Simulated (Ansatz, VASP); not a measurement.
## C: VASP beside Ansatz

POSCAR

```
C
1.0
    0.0000000000      1.7801241426      1.7092752017
    1.7801241426      0.0000000000      1.7092752017
    1.7801241426      1.7801241426      0.0000000000
C
2
Direct
    0.0000000000      0.0000000000      0.0000000000
    0.2500000000      0.2500000000      0.2500000000
```

Contents of INCAR.step1:

```
SYSTEM = C
ALGO = Normal
EDIFF = 1E-5
ENCUT = 520
GGA = PE
ISIF = 2
ISMEAR = 0
LASPH = .TRUE.
LCHARG = .FALSE.
LREAL = .FALSE.
LWAVE = .TRUE.
NBANDS = 11
NELM = 100
PREC = Accurate
SIGMA = 0.01
```

INCAR.step2

```
SYSTEM = C
ALGO = Normal
EDIFF = 1E-6
ENCUT = 520
GGA = PE
HFSCREEN = 0.2079
ISIF = 2
ISMEAR = 0
ISTART = 1
LASPH = .TRUE.
LCHARG = .FALSE.
LHFCALC = .TRUE.
LREAL = .FALSE.
LWAVE = .FALSE.
NBANDS = 11
NELM = 100
PREC = Accurate
PRECFOCK = Normal
SIGMA = 0.01
```

KPOINTS

```
k-points
0
G
  8 8 8
  0 0 0
```

Input for Ansatz:

```yaml
crystal:
  lattice:
    - [0.0, 1.7801241426, 1.7092752017]
    - [1.7801241426, 0.0, 1.7092752017]
    - [1.7801241426, 1.7801241426, 0.0]
  atoms:
    - { symbol: C, position: [0.0, 0.0, 0.0] }
    - { symbol: C, position: [0.25, 0.25, 0.25] }
kpoints:
  mp_grid: { grid: [8, 8, 8] }
  band_path:
    path:
      - [0.0, 0.0, 0.0]
      - [0.5, 0.0, 0.5]
      - [0.625, 0.25, 0.625]
      - [0.375, 0.375, 0.75]
      - [0.5, 0.5, 0.5]
      - [0.5, 0.25, 0.75]
      - [0.35, 0.0, 0.35]
    npoints: 1
hamiltonian:
  xc: hse06
scf:
  occupations: { method: fixed }
  n_extra_bands: 4
output:
  forces: true
  stress: true
  eigenvalues: true
```

Change from the starting cell: uniaxial_z strain -4.0%.

Alike in both runs: task single point; functional HSE06; k mesh 8 × 8 × 8; no spin polarisation.

```csv
,VASP,Ansatz
version,VASP 6.6.1,Ansatz 0.2.0
potentials or method,"VASP PAW PBE potentials, release 64 (C)","plane waves, PAW"
plane-wave cutoff (eV),520,420
occupations,"gaussian, width 0.01 eV",fixed
valence electrons in the cell,8,8
```

Ansatz gave:

```
gap on the k mesh at the Fermi level (eV)                     : 4.29
pressure (GPa)                                                : 13.9
traceless stress, the component that is largest in VASP (GPa) : 26.67
```

Q: What did VASP give for the same quantities?

A: gap on the k mesh at the Fermi level (eV): 4.28; pressure (GPa): 15.0; traceless stress, the component that is largest in VASP (GPa): 26.64.

Ansatz's warnings: stress exchange threshold loose, stress scf threshold loose.
